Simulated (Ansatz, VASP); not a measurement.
**One calculation of Ni, two programs**

The input INCAR:

```
SYSTEM = Ni
ALGO     = Normal         ! electronic algorithm
EDIFF    = 1E-6           ! SCF threshold, eV
ENCUT    = 590            ! plane-wave cutoff, eV
GGA      = CA             ! functional
GGA_COMPAT= .False.      
ISIF     = 2              ! what is computed and relaxed
ISMEAR   = 0              ! smearing method
ISPIN    = 2              ! spin polarisation
LASPH    = .True.         ! aspherical terms in the spheres
LCHARG   = .True.         ! write CHGCAR
LDAU     = .True.         ! DFT+U
LDAUJ    = 0            
LDAUL    = 2              ! shell
LDAUPRINT= 1            
LDAUTYPE = 2            
LDAUU    = 4              ! U, eV
LELF     = .True.         ! ELF
LMAXMIX  = 4              ! l up to which the mixer works
LORBIT   = 11             ! projections on sites
LREAL    = .False.        ! projectors in reciprocal space
LVHAR    = .True.       
LWAVE    = .False.        ! write WAVECAR
MAGMOM   = 1              ! initial moments
NBANDS   = 19             ! bands
NELM     = 200            ! most SCF steps
PREC     = Accurate       ! precision mode
SIGMA    = 0.01           ! smearing width, eV
```

KPOINTS

```
k-points
0
Gamma
  10 10 10
  0 0 0
```

Contents of POSCAR:

```
Ni
1.0
    0.0157440000      1.7526920000      1.7577990000
    1.7649030000      0.0121160000      1.7614280000
    1.7344060000      1.7258240000      0.0426130000
Ni
1
Direct
    0.0000000000      0.0000000000      0.0000000000
```

The input input.yaml:

```yaml
crystal:
  lattice:
    - [0.015744, 1.752692, 1.757799]
    - [1.764903, 0.012116, 1.761428]
    - [1.734406, 1.725824, 0.042613]
  atoms:
    - { symbol: Ni, position: [0.0, 0.0, 0.0], spin: 1.0 }
hamiltonian:
  xc: lda
  pseudopotentials: { kind: paw }
  hubbard: { sites: [{ species: Ni, l: d, u_eff: 4.0 }] }
magnetization:
  spin_polarized: true
kpoints:
  mp_grid: { grid: [10, 10, 10] }
scf:
  occupations: { method: gaussian, width: 0.01 }
output:
  forces: true
  stress: true
  eigenvalues: true
  bader: true
  populations: intrinsic
```

Change from the starting cell: cell strained at random at fixed volume.

Alike in both runs: functional LDA; k mesh 10 × 10 × 10; occupations gaussian, width 0.01 eV; collinear spin; Hubbard terms Ni d U = 4.0 eV.

|  | VASP | Ansatz |
| --- | --- | --- |
| version | VASP 6.6.1 | Ansatz 0.2.0 |
| potentials or method | VASP PAW LDA potentials, release 64 (Ni_sv_GW) | Ansatz PAW |
| plane-wave cutoff (eV) | 590 | 420 |
| valence electrons in the cell | 18 | 18 |
| task | single point | atomic charges |

|  | VASP | Ansatz | Ansatz less VASP |
| --- | --- | --- | --- |
| gap on the k mesh at the Fermi level (eV) | none | none | - |
| pressure (GPa) | -13.8 | -8.9 | +4.83 |
| traceless stress, the component that is largest in VASP (GPa) | -2.26 | -2.38 | -0.121 |
| net moment per atom (μB) | 0.73 | 0.68 | -0.050 |
| size of the moment on the site where the two differ most (μB) | 0.80 | 0.73 | -0.071 |

LDA's correlation is that of Perdew and Zunger in VASP and of Perdew and Wang (1992) in Ansatz. Site moments also hang on the region over which each program counts them. The programs project onto different local orbitals, so the same U acts differently, and such runs can settle in different states. A gap of «none» marks a metal or a gap that the smearing closes.

Noted on Ansatz's run: the magnetic or orbital state may not be the lowest.
